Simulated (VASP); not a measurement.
# Ga2As2H in VASP: notebook

Runs on Ga2As2H. Level: PBE. Tasks: single point.

Everything below comes from runs of VASP 6.6.1. Logs are shortened: lines on timing, memory, paths and dates and some standing lists are left out, and cuts for length are marked.

### 1 The cell of the first run

The cell holds a slab with vacuum, 5 atoms: a = 4.063 Å, b = 4.063 Å, c = 19.890 Å, α = 90.00°, β = 90.00°, γ = 90.00°.

### 2 Single point, PBE, collinear spin

The input, INCAR:

```
SYSTEM = Ga2As2H
ALGO = Normal
DIPOL = 0.5 0.5 0.339
EDIFF = 1E-6
ENCUT = 520
GGA = PE
IDIPOL = 3
ISIF = 2
ISMEAR = 0
ISPIN = 2
LASPH = .True.
LCHARG = .False.
LDIPOL = .True.
LORBIT = 11
LREAL = .False.
LWAVE = .False.
MAGMOM = 0 0 0 0 1
NBANDS = 30
NELM = 150
PREC = Accurate
SIGMA = 0.05
```

The input, KPOINTS:

```
k-points
0
Gamma
  7 7 1
  0 0 0
```

The input, POSCAR:

```
Ga2As2H
1.0
    4.0629609257      0.0000000000      0.0000000000
    0.0000000000      4.0629609257      0.0000000000
    0.0000000000      0.0000000000     19.8904986560
As Ga H
2 2 1
Direct
    0.0000000000      0.5000000000      0.2011010417
    0.5000000000      0.0000000000      0.3511019680
    0.5000000000      0.5000000000      0.2733201266
    0.0000000000      0.0000000000      0.4218345051
    0.1250000000      0.5000000000      0.4500925062
```

Potentials or basis: VASP PAW PBE potentials, release 64 (As, Ga_d, H).

Run with:

```console
$ cat potpaw_PBE.64/As/POTCAR potpaw_PBE.64/Ga_d/POTCAR potpaw_PBE.64/H/POTCAR > POTCAR
$ mpirun -np 1 vasp_std > vasp.out
```

OUTCAR:

```text
SYSTEM = Ga2As2H
   EDIFF = 1E-6
   ENCUT = 520
   GGA = PE
   ISIF = 2
   ISMEAR = 0
   ISPIN = 2
   LASPH = .True.
   LORBIT = 11
   LREAL = .False.
   NELM = 150
   PREC = Accurate

 ion  position               nearest neighbor table
   1  0.000  0.500  0.201-   3 2.49   3 2.49
   2  0.500  0.000  0.351-   4 2.47   4 2.47   3 2.55   3 2.55
   3  0.500  0.500  0.273-   1 2.49   1 2.49   2 2.55   2 2.55
   4  0.000  0.000  0.422-   2 2.47   2 2.47
   5  0.125  0.500  0.450-

  LATTYP: Found a simple tetragonal cell.
 ALAT       =     4.0629609257
 C/A-ratio  =     4.8955673017

  Lattice vectors:

 A1 = (   4.0629609257,   0.0000000000,   0.0000000000)
 A2 = (   0.0000000000,   4.0629609257,   0.0000000000)
 A3 = (   0.0000000000,   0.0000000000,  19.8904986560)

Analysis of symmetry for initial positions (statically):
=====================================================================
 Subroutine PRICEL returns:
 Original cell was already a primitive cell.

 Routine SETGRP: Setting up the symmetry group for a
 simple tetragonal supercell.

 Subroutine GETGRP returns: Found  2 space group operations
 (whereof  2 operations were pure point group operations)
 out of a pool of 16 trial point group operations.

The static configuration has the point symmetry C_1h.

Analysis of symmetry for dynamics (positions and initial velocities):
=====================================================================
 Subroutine PRICEL returns:
 Original cell was already a primitive cell.

 Routine SETGRP: Setting up the symmetry group for a
 simple tetragonal supercell.

 Subroutine GETGRP returns: Found  2 space group operations
 (whereof  2 operations were pure point group operations)
 out of a pool of 16 trial point group operations.

The dynamic configuration has the point symmetry C_1h.

Analysis of structural, dynamic, and magnetic symmetry:
=====================================================================
 Subroutine PRICEL returns:
 Original cell was already a primitive cell.

 Routine SETGRP: Setting up the symmetry group for a
 simple tetragonal supercell.

 Subroutine GETGRP returns: Found  2 space group operations
 (whereof  2 operations were pure point group operations)
 out of a pool of 16 trial point group operations.

The overall configuration has the point symmetry C_1h.

 Subroutine INISYM returns: Found  2 space group operations
 (whereof  2 operations are pure point group operations),
 and found     1 'primitive' translations

----------------------------------------------------------------------------------------

                                     Primitive cell

  volume of cell :     328.3454

  direct lattice vectors                    reciprocal lattice vectors
     4.062960926  0.000000000  0.000000000     0.246125921  0.000000000  0.000000000
     0.000000000  4.062960926  0.000000000     0.000000000  0.246125921  0.000000000
     0.000000000  0.000000000 19.890498656     0.000000000  0.000000000  0.050275260

  length of vectors
     4.062960926  4.062960926 19.890498656     0.246125921  0.246125921  0.050275260

  position of ions in fractional coordinates (direct lattice)
     0.000000000  0.500000000  0.201101042
     0.500000000  0.000000000  0.351101968
     0.500000000  0.500000000  0.273320127
     0.000000000  0.000000000  0.421834505
     0.125000000  0.500000000  0.450092506

  ion indices of the primitive-cell ions
   primitive index   ion index
                 1           1
                 2           2
                 3           3
                 4           4
                 5           5

----------------------------------------------------------------------------------------

 KPOINTS: k-points

Automatic generation of k-mesh.
 Grid dimensions read from file:
 generate k-points for:    7    7    1

 Generating k-lattice:

  Cartesian coordinates                     Fractional coordinates (reciprocal lattice)
     0.035160846  0.000000000  0.000000000     0.142857143  0.000000000  0.000000000
     0.000000000  0.035160846  0.000000000     0.000000000  0.142857143  0.000000000
     0.000000000  0.000000000  0.050275260     0.000000000  0.000000000  1.000000000

  Length of vectors
     0.035160846  0.035160846  0.050275260

  Shift w.r.t. Gamma in fractional coordinates (k-lattice)
     0.000000000  0.000000000  0.000000000

 Subroutine IBZKPT returns following result:
 ===========================================

 Found     16 irreducible k-points:

 Following reciprocal coordinates:
            Coordinates               Weight
  0.000000  0.000000  0.000000      1.000000
  0.142857  0.000000  0.000000      2.000000
  0.000000  0.142857  0.000000      2.000000
  0.285714  0.000000  0.000000      2.000000
  0.000000  0.285714  0.000000      2.000000
  0.428571  0.000000  0.000000      2.000000
[... 8 lines left out ...]
 -0.285714  0.428571  0.000000      4.000000
  0.428571  0.428571  0.000000      4.000000
   k-points           NKPTS =     16   k-points in BZ     NKDIM =     16   number of bands    NBANDS=     30
   number of dos      NEDOS =    301   number of ions     NIONS =      5
   total plane-waves  NPLWV = 135000
   dimension x,y,z NGX =    30 NGY =   30 NGZ =  150
   dimension x,y,z NGXF=    60 NGYF=   60 NGZF=  300
   ions per type =               2   2   1
   NGX,Y,Z   is equivalent  to a cutoff of  12.28, 12.28, 12.54 a.u.
   NGXF,Y,Z  is equivalent  to a cutoff of  24.55, 24.55, 25.07 a.u.
 SYSTEM =  Ga2As2H
   PREC   = accura    normal or accurate (medium, high low for compatibility)
   ISTART =      0    job   : 0-new  1-cont  2-samecut
   ICHARG =      2    charge: 1-file 2-atom 10-const
   ISPIN  =      2    spin polarized calculation?
   LNONCOLLINEAR =      F non collinear calculations
   LSORBIT =      F    spin-orbit coupling
   LASPH  =      T    aspherical Exc in radial PAW
   ENCUT  =  520.0 eV  38.22 Ry    6.18 a.u.   7.55  7.55 36.98*2*pi/ulx,y,z
   NELM   =    150;   NELMIN=  2; NELMDL= -5     # of ELM steps
   EDIFF  = 0.1E-05   stopping-criterion for ELM
   LREAL  =      F    real-space projection
   EDIFFG = 0.1E-04   stopping-criterion for IOM
   NSW    =      0    number of steps for IOM
   IBRION =     -1    ionic relax: 0-MD 1-quasi-New 2-CG
   NFREE  =      0    steps in history (QN), initial steepest desc. (CG)
   ISIF   =      2    stress and relaxation
   ISYM   =      2    0-nonsym 1-usesym 2-fastsym
   POTIM  = 0.5000    time-step for ionic-motion
   TEBEG  =    0.0;   TEEND  =   0.0 temperature during run
   PSTRESS=    0.0 pullay stress
   NELECT =      37.0000    total number of electrons
   NUPDOWN=      -1.0000    fix difference up-down
   EMIN   =  10.00;   EMAX   =-10.00  energy-range for DOS
   EFERMI =   0.00;   METHOD = LEGACY
   ISMEAR =     0;   SIGMA  =   0.05  broadening in eV -4-tet -1-fermi 0-gaus
   EFERMI_NEDOS =   21; number of points for ismear=-14 and -15
   IALGO  =     38    algorithm
   IMIX   =      4    mixing-type and parameters
     AMIX     =   0.40;   BMIX     =  1.00
     AMIX_MAG =   1.60;   BMIX_MAG =  1.00
  volume/ion in A,a.u.               =      65.67       443.16
  Fermi-wavevector in a.u.,A,eV,Ry     =   0.790736  1.494275  8.507235  0.625264
  Thomas-Fermi vector in A             =   1.896137
   LORBIT       =     11    0 simple, 1 ext, 2 COOP (PROOUT), +10 PAW based schemes
   GGA     = PE    functional components
   LHFCALC =     F    Hartree Fock is set to
   AEXX    =    0.0000 exact exchange contribution
   IVDW    =     0    specifies the selected vdW correction
   LEPSILON=     F    determine dielectric tensor
   LRPA    =     F    only Hartree local field effects (RPA)
 spin polarized calculation
 Gauss-broadening in eV      SIGMA  =   0.05
  energy-cutoff  :      520.00
  volume of cell :      328.35
 maximum number of plane-waves:      8887
 NGX is ok and might be reduce to    30
   NGX = 15   NGY = 15   NGZ = 73

 dipolmoment           0.000000      0.000000      0.000011 electrons x Angstroem

 number of electron      37.0000034 magnetization       0.1102444

 dipolmoment           0.000000      0.000000     -0.117981 electrons x Angstroem

 Free energy of the ion-electron system (eV)
  ---------------------------------------------------
  ext. energy  EPLUGINS =         0.00000000
  ---------------------------------------------------
  free energy    TOTEN  =       -16.85162218 eV

  energy without entropy =      -16.84851286  energy(sigma->0) =      -16.85006752

 E-fermi :  -2.6836     XC(G=0):  -3.6685

 val. band max:       -2.6970998710   @ k =   0.4286   0.2857   0.0000
 cond. band min:      -2.6546389431   @ k =   0.2857   0.2857   0.0000
 fundamental gap:      0.0424609280
 Fermi energy:        -2.6836446062

 spin component 1

 k-point     1 :       0.0000    0.0000    0.0000
  band No.  band energies     occupation
      1     -17.4811      1.00000
      2     -17.4709      1.00000
      3     -17.4459      1.00000
      4     -17.4431      1.00000
      5     -17.3606      1.00000
      6     -16.8092      1.00000
[... 22 lines left out ...]
     29       3.8165      0.00000
     30       4.7329      0.00000

 k-point     2 :       0.1429    0.0000    0.0000
  band No.  band energies     occupation
      1     -17.4948      1.00000
      2     -17.4722      1.00000
      3     -17.4428      1.00000
      4     -17.4299      1.00000
      5     -17.3620      1.00000
      6     -16.8060      1.00000
[... 454 lines left out ...]
 k-point    16 :       0.4286    0.4286    0.0000
  band No.  band energies     occupation
      1     -17.5273      1.00000
      2     -17.4599      1.00000
      3     -17.4484      1.00000
      4     -17.3798      1.00000
      5     -17.3754      1.00000
      6     -16.8189      1.00000
[... 22 lines left out ...]
     29       5.5529      0.00000
     30       5.8105      0.00000
 Fermi energy:        -2.6836446062

 spin component 2

 k-point     1 :       0.0000    0.0000    0.0000
  band No.  band energies     occupation
      1     -17.4821      1.00000
      2     -17.4723      1.00000
      3     -17.4460      1.00000
      4     -17.4445      1.00000
      5     -17.3611      1.00000
      6     -16.8095      1.00000
[... 22 lines left out ...]
     29       3.8971      0.00000
     30       4.7376      0.00000

 k-point     2 :       0.1429    0.0000    0.0000
  band No.  band energies     occupation
      1     -17.4956      1.00000
      2     -17.4738      1.00000
      3     -17.4442      1.00000
      4     -17.4301      1.00000
      5     -17.3625      1.00000
      6     -16.8062      1.00000
[... 454 lines left out ...]
 k-point    16 :       0.4286    0.4286    0.0000
  band No.  band energies     occupation
      1     -17.5281      1.00000
      2     -17.4615      1.00000
      3     -17.4499      1.00000
      4     -17.3801      1.00000
      5     -17.3759      1.00000
      6     -16.8185      1.00000
[... 22 lines left out ...]
     29       5.5709      0.00000
     30       5.8189      0.00000

------------------------ aborting loop because EDIFF is reached ----------------------------------------

 vacuum level on the upper side and lower side of the slab       (xc-potential included)        -0.630         0.629

  FORCE on cell =-STRESS in cart. coord.  units (eV):
  Direction    XX          YY          ZZ          XY          YZ          ZX
  --------------------------------------------------------------------------------------
  -------------------------------------------------------------------------------------
  Total       -1.1332913     -5.9357451     -1.2367609      0.0000000      0.0000000     -0.8847754
  in kB       -5.5299494    -28.9637550     -6.0348347      0.0000000      0.0000000     -4.3173043
  external PRESSURE =     -13.5095130 kB  Pullay stress =       0.0000000 kB

 VOLUME and BASIS-vectors are now :
 -----------------------------------------------------------------------------
  energy-cutoff  :      520.00
  volume of cell :      328.35
      direct lattice vectors                 reciprocal lattice vectors
     4.062960926  0.000000000  0.000000000     0.246125921  0.000000000  0.000000000
     0.000000000  4.062960926  0.000000000     0.000000000  0.246125921  0.000000000
     0.000000000  0.000000000 19.890498656     0.000000000  0.000000000  0.050275260

 POSITION                                       TOTAL-FORCE (eV/Angst)
 -----------------------------------------------------------------------------------
      0.00000      2.03148      4.00000         0.041179      0.000000      0.270504
      2.03148      0.00000      6.98359         0.097349      0.000000      0.041822
      2.03148      2.03148      5.43647         0.051414      0.000000     -0.009402
      0.00000      0.00000      8.39050         0.548473      0.000000     -0.284729
      0.50787      2.03148      8.95256        -0.738415      0.000000     -0.018194
 -----------------------------------------------------------------------------------
    total drift:                                0.000002      0.000000     -0.000487

  FREE ENERGIE OF THE ION-ELECTRON SYSTEM (eV)
  ---------------------------------------------------
  free  energy   TOTEN  =       -16.8516221771 eV

  energy  without entropy=      -16.8485128595  energy(sigma->0) =      -16.85006752

 vacuum level on the upper side and lower side of the slab         1.846         3.138

 total charge

# of ion       s       p       d       tot
------------------------------------------
    1        1.290   1.342   0.016   2.648
    2        1.237   1.503   0.029   2.769
    3        0.901   0.723   9.976  11.600
    4        0.942   0.560   9.962  11.464
    5        0.445   0.003   0.000   0.448
--------------------------------------------------
tot          4.815   4.132  19.984  28.931

 magnetization (x)

# of ion       s       p       d       tot
------------------------------------------
    1        0.001   0.046   0.000   0.047
    2        0.000   0.001   0.000   0.002
    3       -0.001  -0.002   0.001  -0.002
    4       -0.002  -0.001   0.000  -0.003
    5        0.001  -0.000   0.000   0.001
--------------------------------------------------
tot         -0.002   0.044   0.001   0.044
```

It took 4.4 min on 1 thread of AMD EPYC 9R45 (Zen 5), shared host; peak memory 0.57 GiB.

What came out:

```yaml
Free_energy: -16.8516 eV
Largest_force: 0.739 eV/Å
Net_moment: 0.11 μB per cell
Site_moments: As +0.05, +0.00; Ga -0.00; H +0.00 μB
Valence_electrons_inside_the_program's_atomic_spheres: As 2.65, 2.77; Ga 11.60, 11.46; H 0.45
```

Forces on the atoms (eV/Å):
```
As   0.041  0.000  0.271
As   0.097  0.000  0.042
Ga   0.051  0.000 -0.009
Ga   0.548  0.000 -0.285
H   -0.738  0.000 -0.018
```

### 3 Single point, PBE, collinear spin

The input, INCAR:

```
SYSTEM = Ga2As2H
PREC = Accurate ; ENCUT = 520
EDIFF = 1E-6 ; ISMEAR = 0
SIGMA = 0.05 ; LREAL = .False.
LASPH = .True. ; NELM = 150
ALGO = Normal ; ISIF = 2
LWAVE = .False. ; LCHARG = .False.
ISPIN = 2 ; MAGMOM = 0 0 0 0 1
LORBIT = 11 ; LDIPOL = .True.
IDIPOL = 3 ; DIPOL = 0.5 0.5 0.335
GGA = PE ; NBANDS = 30
```

The input, KPOINTS:

```
regular mesh
0
Gamma
  7 7 1
  0 0 0
```

POSCAR: that of step 2 with these lines changed.

```diff
@@ -12,2 +12,2 @@
     0.0000000000      0.0000000000      0.4218345051
-    0.1250000000      0.5000000000      0.4500925062
+    0.5000000000      0.1250000000      0.4273317821
```

Potentials or basis: VASP PAW PBE potentials, release 64 (As, Ga_d, H).

Run with:

```console
$ cat potpaw_PBE.64/As/POTCAR potpaw_PBE.64/Ga_d/POTCAR potpaw_PBE.64/H/POTCAR > POTCAR
$ mpirun -np 1 vasp_std > vasp.out
```

Wall time 5.6 min (1 thread of AMD EPYC 9R45 (Zen 5), shared host); peak memory 0.58 GiB.

Results (log left out):

| Property | Result |
| --- | --- |
| Free energy | -15.8011 eV |
| Largest force | 1.495 eV/Å |
| Net moment | 0.00 μB per cell |
| Valence electrons inside the program's atomic spheres | As 2.65, 2.85; Ga 11.59, 11.57; H 0.52 |

Forces in eV/Å, atoms in the order of the input:
```
As   0.000  0.190  0.569
As   0.000  0.531 -1.345
Ga   0.000 -0.530 -0.765
Ga   0.000 -0.251  1.474
H    0.000  0.060  0.068
```

Levels at points of the mesh, in eV from the Fermi level:
Spin up:
| k point | band 15 | band 16 | band 17 | band 18 | band 19 | band 20 | band 21 | band 22 |
| --- | --- | --- | --- | --- | --- | --- | --- | --- |
| (0.00, 0.00, 0.00) | -2.44 | -2.30 | -0.95 | -0.72 | 0.37 | 0.70 | 2.04 | 2.52 |
Spin down:
```
           k point  band 14  band 15  band 16  band 17  band 18  band 19  band 20  band 21  band 22  band 23
(0.00, 0.00, 0.00)    -2.83    -2.44    -2.30    -0.95    -0.72     0.37     0.70     2.04     2.52     3.40
```

### 4 Single point, PBE, collinear spin

The input, INCAR:

```
PREC = Accurate
ENCUT = 520
EDIFF = 1E-6
ISMEAR = 0
SIGMA = 0.05
LREAL = False
LASPH = True
NELM = 150
ALGO = Normal
ISIF = 2
LWAVE = False
LCHARG = False
ISPIN = 2
MAGMOM = 0 0 0 0 1
LORBIT = 11
LDIPOL = True
IDIPOL = 3
DIPOL = 0.5 0.5 0.340
GGA = PE
NBANDS = 30
```

The input, KPOINTS:

```
regular mesh
0
Gamma
  7 7 1
```

POSCAR: that of step 3 with these lines changed.

```diff
@@ -12,2 +12,2 @@
     0.0000000000      0.0000000000      0.4218345051
-    0.5000000000      0.1250000000      0.4273317821
+    0.3750000000      0.5000000000      0.4507911737
```

Run with:

```console
$ cat potpaw_PBE.64/As/POTCAR potpaw_PBE.64/Ga_d/POTCAR potpaw_PBE.64/H/POTCAR > POTCAR
$ mpirun -np 1 vasp_std > vasp.out
```

It took 7.3 min on 1 thread of Intel Xeon 6975P-C (Granite Rapids), shared host; peak memory 0.58 GiB.

It converged, with:

```yaml
Free_energy: -15.6741 eV
Largest_force: 1.183 eV/Å
Net_moment: 0.03 μB per cell
Valence_electrons_inside_the_program's_atomic_spheres: As 2.65, 2.75; Ga 11.61, 11.44; H 0.41
```

Forces in eV/Å, atoms in the order of the input:
```
As   0.110  0.000  0.378
As  -0.041  0.000 -0.355
Ga   0.136  0.000 -0.149
Ga   0.978  0.000  0.134
H   -1.183  0.000 -0.008
```

Levels at points of the mesh, in eV from the Fermi level:
Spin up:
| k point | band 14 | band 15 | band 16 | band 17 | band 18 | band 19 | band 20 | band 21 | band 22 | band 23 |
| --- | --- | --- | --- | --- | --- | --- | --- | --- | --- | --- |
| (0.00, 0.00, 0.00) | -2.81 | -1.85 | -1.46 | -0.49 | -0.09 | 0.84 | 0.85 | 2.34 | 2.42 | 3.47 |
Spin down:
| k point | band 15 | band 16 | band 17 | band 18 | band 19 | band 20 | band 21 | band 22 |
| --- | --- | --- | --- | --- | --- | --- | --- | --- |
| (0.00, 0.00, 0.00) | -1.85 | -1.45 | -0.48 | -0.07 | 0.86 | 0.86 | 2.34 | 2.42 |

### 5 Single point, PBE, collinear spin

The input, INCAR:

```
PREC = Accurate
ENCUT = 520
EDIFF = 1E-6
ISMEAR = 0
SIGMA = 0.05
LREAL = F
LASPH = T
NELM = 150
ALGO = Normal
ISIF = 2
LWAVE = F
LCHARG = T
ISPIN = 2
MAGMOM = 0 0 0 0 1
LORBIT = 11
LDIPOL = T
IDIPOL = 3
DIPOL = 0.5 0.5 0.325
GGA = PE
LELF = T
LVHAR = T
LVACPOTAV = T
NBANDS = 30
```

The input, KPOINTS:

```
Automatic mesh
0
Gamma
  7 7 1
```

POSCAR: that of step 4 with these lines changed.

```diff
@@ -12,2 +12,2 @@
     0.0000000000      0.0000000000      0.4218345051
-    0.3750000000      0.5000000000      0.4507911737
+    0.5000000000      0.3750000000      0.3792531989
```

Run with:

```console
$ cat potpaw_PBE.64/As/POTCAR potpaw_PBE.64/Ga_d/POTCAR potpaw_PBE.64/H/POTCAR > POTCAR
$ mpirun -np 1 vasp_std > vasp.out
```

Run time: 5.7 min. Hardware: 1 thread of Intel Xeon 6975P-C (Granite Rapids), shared host; peak memory 0.59 GiB.

Results (log left out):

- Free energy: -15.7450 eV
- Largest force: 1.771 eV/Å
- Net moment: 0.03 μB per cell
- Valence electrons inside the program's atomic spheres: As 2.65, 2.84; Ga 11.60, 11.54; H 0.51

Forces in eV/Å, atoms in the order of the input:
```
As   0.000 -0.038  0.846
As   0.000  0.094 -0.317
Ga   0.000 -0.350 -1.736
Ga   0.000 -0.245  1.183
H    0.000  0.539  0.024
```

Levels at points of the mesh, in eV from the Fermi level:
Spin up:
```tsv
k point	band 15	band 16	band 17	band 18	band 19	band 20	band 21	band 22
(0.00, 0.00, 0.00)	-2.96	-2.45	-0.86	-0.83	0.04	0.53	1.47	2.21
```
Spin down:
```tsv
k point	band 16	band 17	band 18	band 19	band 20	band 21
(0.00, 0.00, 0.00)	-2.45	-0.86	-0.83	0.05	0.55	1.47
```

### 6 Overview

| cell | gap on the mesh (eV) | moment (μB) | largest force (eV/Å) |
| --- | --- | --- | --- |
| as given, atomic positions A | none | 0.11 | 0.74 |
| as given, atomic positions B | none | 0.00 | 1.49 |
| as given, atomic positions C | none | 0.03 | 1.18 |
| as given, atomic positions D | none | 0.03 | 1.77 |

Alike in all rows: task single point; level PBE; potentials or basis VASP PAW PBE potentials, release 64 (As, Ga_d, H); spin collinear; k mesh 7 × 7 × 1; cutoff (eV) 520; smearing gaussian 0.05 eV.

Total energies depend on the potentials used, so only differences within one code and one set of settings carry meaning.
